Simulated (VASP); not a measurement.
# KBr (R-3m) in VASP: single point with PBE

Aim: the single point of KBr with PBE.

All numbers are computed with VASP 6.6.1; they aren't measurements. Logs are shortened: lines on timing, memory, paths and dates and some standing lists are left out, and cuts for length are marked.

### Step 1. The cell of the first run

Symmetry: R-3m, No. 166, trigonal system. Conventional cell: a = 4.468 Å, b = 4.468 Å, c = 12.312 Å, α = 90.00°, β = 90.00°, γ = 120.00°. K (site symmetry -3m) has 6 Br at 3.30 Å within 4.3 Å. Within 4.3 Å of Br (site symmetry -3m) lie 6 K at 3.30 Å.

### Step 2. Single point, PBE (strained)

INCAR

```
PREC     = Accurate       # precision mode
ENCUT    = 520            # plane-wave cutoff, eV
EDIFF    = 1E-6           # SCF threshold, eV
ISMEAR   = 0              # smearing method
SIGMA    = 0.02           # smearing width, eV
LREAL    = False          # projectors in reciprocal space
LASPH    = True           # aspherical terms in the spheres
NELM     = 60             # most SCF steps
ALGO     = Normal         # electronic algorithm
ISIF     = 2              # what is computed and relaxed
LWAVE    = False          # write WAVECAR
LCHARG   = False          # write CHGCAR
GGA      = PE             # functional
NBANDS   = 15             # bands
```

KPOINTS

```
Automatic mesh
0
Gamma
  6 6 6
```

POSCAR

```
KBr
1.0
   -0.2634000000      3.4225866750      3.4225866750
    3.1591866750      0.0000000000      3.1591866750
    3.1591866750      3.1591866750      0.0000000000
K Br
1 1
Direct
    0.0000000000      0.0000000000      0.0000000000
    0.5000000000      0.5000000000      0.5000000000
```

Potentials or basis: VASP PAW PBE potentials, release 64 (K_sv, Br).

Command:

```
$ cat potpaw_PBE.64/K_sv/POTCAR potpaw_PBE.64/Br/POTCAR > POTCAR
$ mpirun -np 1 vasp_std > vasp.out
```

OUTCAR:

```text
PREC = Accurate
   ENCUT = 520
   EDIFF = 1E-6
   ISMEAR = 0
   LREAL = False
   LASPH = True
   NELM = 60
   ISIF = 2
   GGA = PE

 ion  position               nearest neighbor table
   1  0.000  0.000  0.000-   2 3.30   2 3.30   2 3.30   2 3.30   2 3.30   2 3.30
   2  0.500  0.500  0.500-   1 3.30   1 3.30   1 3.30   1 3.30   1 3.30   1 3.30

  LATTYP: Found a trigonal (rhomboedric) cell.
 ALAT       =     4.8474301084
 COS(alpha) =     0.5752557915

  Lattice vectors:

 A1 = (  -3.4225866750,   3.4225866750,   0.2634000000)
 A2 = (  -3.4225866750,   0.2634000000,   3.4225866750)
 A3 = (  -0.2634000000,   3.4225866750,   3.4225866750)

Analysis of symmetry for initial positions (statically):
=====================================================================
 Subroutine PRICEL returns:
 Original cell was already a primitive cell.

 Routine SETGRP: Setting up the symmetry group for a
 trigonal (rhombohedral) supercell.

 Subroutine GETGRP returns: Found 12 space group operations
 (whereof 12 operations were pure point group operations)
 out of a pool of 12 trial point group operations.

The static configuration has the point symmetry D_3d.

Analysis of symmetry for dynamics (positions and initial velocities):
=====================================================================
 Subroutine PRICEL returns:
 Original cell was already a primitive cell.

 Routine SETGRP: Setting up the symmetry group for a
 trigonal (rhombohedral) supercell.

 Subroutine GETGRP returns: Found 12 space group operations
 (whereof 12 operations were pure point group operations)
 out of a pool of 12 trial point group operations.

The dynamic configuration has the point symmetry D_3d.

 Subroutine INISYM returns: Found 12 space group operations
 (whereof 12 operations are pure point group operations),
 and found     1 'primitive' translations

----------------------------------------------------------------------------------------

                                     Primitive cell

  volume of cell :      70.9468

  direct lattice vectors                    reciprocal lattice vectors
    -0.263400000  3.422586675  3.422586675    -0.140675203  0.140675203  0.140675203
     3.159186675  0.000000000  3.159186675     0.152404123 -0.152404123  0.164133044
     3.159186675  3.159186675  0.000000000     0.152404123  0.164133044 -0.152404123

  length of vectors
     4.847430108  4.467764642  4.467764642     0.243656599  0.270912697  0.270912697

  position of ions in fractional coordinates (direct lattice)
     0.000000000  0.000000000  0.000000000
     0.500000000  0.500000000  0.500000000

  ion indices of the primitive-cell ions
   primitive index   ion index
                 1           1
                 2           2

----------------------------------------------------------------------------------------

 KPOINTS: Automatic mesh

Automatic generation of k-mesh.
 Grid dimensions read from file:
 generate k-points for:    6    6    6

 Generating k-lattice:

  Cartesian coordinates                     Fractional coordinates (reciprocal lattice)
    -0.023445867  0.023445867  0.023445867     0.166666667  0.000000000  0.000000000
     0.025400687 -0.025400687  0.027355507    -0.000000000  0.166666667  0.000000000
     0.025400687  0.027355507 -0.025400687    -0.000000000  0.000000000  0.166666667

  Length of vectors
     0.040609433  0.045152116  0.045152116

  Shift w.r.t. Gamma in fractional coordinates (k-lattice)
     0.000000000  0.000000000  0.000000000

 Subroutine IBZKPT returns following result:
 ===========================================

 Found     32 irreducible k-points:

 Following reciprocal coordinates:
            Coordinates               Weight
  0.000000  0.000000  0.000000      1.000000
  0.166667  0.000000  0.000000      2.000000
  0.333333  0.000000  0.000000      2.000000
  0.500000  0.000000  0.000000      1.000000
 -0.000000  0.166667  0.000000      6.000000
  0.166667  0.166667  0.000000      6.000000
[... 16 lines left out ...]
  0.500000  0.333333  0.166667     12.000000
 -0.333333  0.333333  0.166667      6.000000
 [... further k-points ...]
   k-points           NKPTS =     32   k-points in BZ     NKDIM =     32   number of bands    NBANDS=     15
   number of dos      NEDOS =    301   number of ions     NIONS =      2
   total plane-waves  NPLWV =  46656
   dimension x,y,z NGX =    36 NGY =   36 NGZ =   36
   dimension x,y,z NGXF=    72 NGYF=   72 NGZF=   72
   ions per type =               1   1
   NGX,Y,Z   is equivalent  to a cutoff of  12.35, 13.40, 13.40 a.u.
   NGXF,Y,Z  is equivalent  to a cutoff of  24.69, 26.79, 26.79 a.u.
 SYSTEM =  unknown system
   PREC   = accura    normal or accurate (medium, high low for compatibility)
   ISTART =      0    job   : 0-new  1-cont  2-samecut
   ICHARG =      2    charge: 1-file 2-atom 10-const
   ISPIN  =      1    spin polarized calculation?
   LNONCOLLINEAR =      F non collinear calculations
   LSORBIT =      F    spin-orbit coupling
   LASPH  =      T    aspherical Exc in radial PAW
   ENCUT  =  520.0 eV  38.22 Ry    6.18 a.u.   9.01  8.31  8.31*2*pi/ulx,y,z
   NELM   =     60;   NELMIN=  2; NELMDL= -5     # of ELM steps
   EDIFF  = 0.1E-05   stopping-criterion for ELM
   LREAL  =      F    real-space projection
   EDIFFG = 0.1E-04   stopping-criterion for IOM
   NSW    =      0    number of steps for IOM
   IBRION =     -1    ionic relax: 0-MD 1-quasi-New 2-CG
   NFREE  =      0    steps in history (QN), initial steepest desc. (CG)
   ISIF   =      2    stress and relaxation
   ISYM   =      2    0-nonsym 1-usesym 2-fastsym
   POTIM  = 0.5000    time-step for ionic-motion
   TEBEG  =    0.0;   TEEND  =   0.0 temperature during run
   PSTRESS=    0.0 pullay stress
   NELECT =      16.0000    total number of electrons
   NUPDOWN=      -1.0000    fix difference up-down
   EMIN   =  10.00;   EMAX   =-10.00  energy-range for DOS
   EFERMI =   0.00;   METHOD = LEGACY
   ISMEAR =     0;   SIGMA  =   0.02  broadening in eV -4-tet -1-fermi 0-gaus
   EFERMI_NEDOS =   21; number of points for ismear=-14 and -15
   IALGO  =     38    algorithm
   IMIX   =      4    mixing-type and parameters
     AMIX     =   0.40;   BMIX     =  1.00
     AMIX_MAG =   1.60;   BMIX_MAG =  1.00
  volume/ion in A,a.u.               =      35.47       239.39
  Fermi-wavevector in a.u.,A,eV,Ry     =   0.996484  1.883082 13.510328  0.992981
  Thomas-Fermi vector in A             =   2.128576
   LORBIT       =      0    0 simple, 1 ext, 2 COOP (PROOUT), +10 PAW based schemes
   GGA     = PE    functional components
   LHFCALC =     F    Hartree Fock is set to
   AEXX    =    0.0000 exact exchange contribution
   IVDW    =     0    specifies the selected vdW correction
   LEPSILON=     F    determine dielectric tensor
   LRPA    =     F    only Hartree local field effects (RPA)
 non-spin polarized calculation
 Gauss-broadening in eV      SIGMA  =   0.02
  energy-cutoff  :      520.00
  volume of cell :       70.95
 maximum number of plane-waves:      1934
   NGX = 19   NGY = 17   NGZ = 17

 number of electron      16.0000001 magnetization

 Free energy of the ion-electron system (eV)
  ---------------------------------------------------
  ext. energy  EPLUGINS =         0.00000000
  ---------------------------------------------------
  free energy    TOTEN  =        -6.18624608 eV

  energy without entropy =       -6.18624608  energy(sigma->0) =       -6.18624608

 E-fermi :  -1.3656     XC(G=0):  -7.4274

 val. band max:       -1.5455657470   @ k =   0.0000   0.0000   0.0000
 cond. band min:       2.7396160146   @ k =   0.0000   0.0000   0.0000
 fundamental gap:      4.2851817616
 Fermi energy:        -1.3656371192

 k-point     1 :       0.0000    0.0000    0.0000
  band No.  band energies     occupation
      1     -29.4815      2.00000
      2     -13.9684      2.00000
      3     -12.9600      2.00000
      4     -12.9600      2.00000
      5     -12.9483      2.00000
      6      -1.8462      2.00000
      7      -1.5456      2.00000
      8      -1.5456      2.00000
      9       2.7396      0.00000
     10       5.4249      0.00000
     11       6.2210      0.00000
     12       6.2210      0.00000
     13       6.8263      0.00000
     14       6.8263      0.00000
     15       9.9750      0.00000

 k-point     2 :       0.1667    0.0000    0.0000
  band No.  band energies     occupation
      1     -29.4806      2.00000
      2     -14.0373      2.00000
      3     -12.9604      2.00000
      4     -12.9604      2.00000
      5     -12.8602      2.00000
      6      -2.1714      2.00000
      7      -1.6109      2.00000
      8      -1.6109      2.00000
      9       3.3577      0.00000
     10       5.4441      0.00000
     11       6.4994      0.00000
     12       6.4994      0.00000
     13       7.1638      0.00000
     14       7.1638      0.00000
     15      10.4459      0.00000

 k-point     3 :       0.3333    0.0000    0.0000
  band No.  band energies     occupation
      1     -29.4788      2.00000
      2     -14.1515      2.00000
      3     -12.9613      2.00000
      4     -12.9613      2.00000
      5     -12.7067      2.00000
      6      -2.6916      2.00000
      7      -1.7348      2.00000
      8      -1.7348      2.00000
      9       4.5197      0.00000
     10       5.7145      0.00000
     11       7.2266      0.00000
     12       7.2266      0.00000
     13       8.0595      0.00000
     14       8.0595      0.00000
     15       9.5961      0.00000
[... 343 lines left out ...]
 k-point    23 :       0.5000    0.3333    0.1667
  band No.  band energies     occupation
      1     -29.4753      2.00000
      2     -14.0421      2.00000
      3     -13.0083      2.00000
      4     -12.9842      2.00000
      5     -12.7961      2.00000
      6      -2.5297      2.00000
      7      -2.0913      2.00000
      8      -1.8904      2.00000
      9       5.0716      0.00000
     10       5.5243      0.00000
     11       7.1806      0.00000
     12       7.8642      0.00000
     13       8.1094      0.00000
     14       8.3708      0.00000
     15       9.1392      0.00000

 k-point    24 :      -0.3333    0.3333    0.1667
  band No.  band energies     occupation
      1     -29.4747      2.00000
      2     -14.0400      2.00000
      3     -13.0252      2.00000
      4     -12.9890      2.00000
      5     -12.7826      2.00000
      6      -2.5323      2.00000
      7      -2.1756      2.00000
      8      -1.9207      2.00000
      9       5.7029      0.00000
     10       5.7287      0.00000
     11       6.9187      0.00000
     12       7.2519      0.00000
     13       8.5714      0.00000
     14       8.8744      0.00000
     15       9.2253      0.00000

 [... further k-points ...]
[... 5 lines left out ...]
  --------------------------------------------------------------------------------------
  -------------------------------------------------------------------------------------
  Total        0.3886796      0.3886796      0.3886796      0.2186737     -0.2186737      0.2186737
  in kB        8.7774699      8.7774699      8.7774699      4.9382626     -4.9382626      4.9382626
  external PRESSURE =       8.7774699 kB  Pullay stress =       0.0000000 kB

 VOLUME and BASIS-vectors are now :
 -----------------------------------------------------------------------------
  energy-cutoff  :      520.00
  volume of cell :       70.95
      direct lattice vectors                 reciprocal lattice vectors
    -0.263400000  3.422586675  3.422586675    -0.140675203  0.140675203  0.140675203
     3.159186675  0.000000000  3.159186675     0.152404123 -0.152404123  0.164133044
     3.159186675  3.159186675  0.000000000     0.152404123  0.164133044 -0.152404123

 POSITION                                       TOTAL-FORCE (eV/Angst)
 -----------------------------------------------------------------------------------
      0.00000      0.00000      0.00000        -0.000000      0.000000     -0.000000
      3.02749      3.29089      3.29089         0.000000     -0.000000      0.000000
 -----------------------------------------------------------------------------------
    total drift:                                0.000000      0.000000      0.000000

  FREE ENERGIE OF THE ION-ELECTRON SYSTEM (eV)
  ---------------------------------------------------
  free  energy   TOTEN  =        -6.1862460801 eV

  energy  without entropy=       -6.1862460801  energy(sigma->0) =       -6.18624608
```

Run time: 14 s. Hardware: 1 thread of Intel Xeon 6975P-C (Granite Rapids), shared host; peak memory 0.21 GiB.

Results:

```
Free energy            : -6.1862 eV
Pressure               : 0.9 GPa
Band gap on the k mesh : 4.29 eV, direct
```

Levels at points of the mesh, in eV from the valence-band top:
```
           k point  band 5  band 6  band 7  band 8  band 9  band 10  band 11  band 12
(0.00, 0.00, 0.00)  -11.40   -0.30    0.00    0.00    4.29     6.97     7.77     7.77
(0.50, 0.00, 0.00)  -11.09   -1.37   -0.25   -0.25    6.55     7.68     9.42     9.42
(0.00, 0.50, 0.00)  -11.17   -1.32   -0.63   -0.38    6.47     8.05     9.52     9.57
(0.50, 0.50, 0.00)  -11.43   -0.96   -0.52   -0.28    5.70     7.09     9.18     9.37
```

Caveat: the cell differs from its parent crystal (strained).
